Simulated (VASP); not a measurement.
# Bi: single point with r2SCAN

Crystal: Bi.

```
Bi
1.0
     4.74978    0.00000    0.00000
     0.00000    4.61516    0.00000
    -0.35276    0.00000    6.63967
Bi
4
Direct
  0.25137 0.25000 0.74873
  0.74863 0.75000 0.25127
  0.24989 0.25000 0.24888
  0.75011 0.75000 0.75112
```

```
Program                : VASP 6.6.1
Task                   : single point
Functional             : r2SCAN
Potentials or basis    : VASP PAW PBE potentials, release 64 (Bi_d)
Cutoff                 : 520 eV
k mesh                 : 6 × 6 × 4
Occupations            : fermi-dirac, width 0.05 eV
Spin                   : no spin polarisation
Dipole correction      : no
Further INCAR settings : ALGO = Normal; EDIFF = 1e-06; NBANDS = 38
```

| Property | Result |
| --- | --- |
| Pressure | -2.6 GPa |
| Largest force | 0.012 eV/Å |
| Band gap on the k mesh | zero (bands 30 and 31 overlap by 0.36 eV) |

Forces on the atoms (eV/Å):
```
Bi   0.009  0.000 -0.001
Bi  -0.009  0.000  0.001
Bi   0.009  0.000  0.007
Bi  -0.009  0.000 -0.007
```

Stress tensor (GPa, compression positive):
```
-3.37  0.00  0.39
 0.00 -2.62  0.00
 0.39  0.00 -1.66
```

Levels at points of the mesh, in eV from the Fermi level:
```
           k point  band 28  band 29  band 30  band 31  band 32  band 33
(0.00, 0.00, 0.00)    -1.77    -1.28    -1.18     3.04     3.14     3.25
(0.50, 0.00, 0.00)    -0.87    -0.83    -0.79     0.88     0.93     1.04
(0.00, 0.50, 0.00)    -1.09    -0.98    -0.98     0.70     0.70     0.81
(0.50, 0.50, 0.00)    -3.26    -2.88    -2.88     3.25     3.25     4.82
(0.00, 0.00, 0.50)    -2.22    -1.74    -1.73     1.90     1.92     3.88
(0.50, 0.00, 0.50)    -0.20    -0.18    -0.18    -0.01    -0.01     0.00
(0.00, 0.50, 0.50)    -0.47    -0.19    -0.19    -0.19    -0.19    -0.12
(0.50, 0.50, 0.50)    -4.11     0.11     0.11     0.12     0.12     5.74
```

Run time: 26 min on 1 thread of Oxide Virtual Turin-like Processor, on a shared host, peak memory 0.36 GiB.

Caveat: the PAW data sets were made with another functional, which shifts forces and pressure a little; spin-orbit coupling is left out, which moves the levels of the heavy elements.
